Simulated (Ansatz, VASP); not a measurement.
**Two plane-wave programs on CoO**

```
CELL_PARAMETERS angstrom
0.00000 2.10300 2.10300
2.10300 0.00000 2.10300
2.10300 2.10300 0.00000
ATOMIC_POSITIONS crystal
Co 0.00000 0.00000 0.00000
O 0.50000 0.50000 0.50000
```

Alike in both runs: task single point; functional PBE; k mesh 6 × 6 × 6; collinear spin.

```csv
,VASP,Ansatz
version,VASP 6.6.1,Ansatz 0.2 development build
potentials or method,"VASP PAW PBE potentials, release 64 (Co, O)","PAW hard, scalar-relativistic"
plane-wave cutoff (eV),600,930
occupations,"fermi-dirac, width 0.1 eV",fermi-dirac
```

VASP gave:

| Item | Value |
| --- | --- |
| net moment per atom (μB) | 1.36 |
| size of the moment on the site where the two differ most (μB) | 2.43 |

Question: Which values does Ansatz return?

Answer: net moment per atom (μB): 1.37; size of the moment on the site where the two differ most (μB): 2.36.

Site moments also hang on the region over which each program counts them. Ansatz's warnings: negative dielectric reading.

The k mesh is coarse, so the values compare programs but aren't converged.
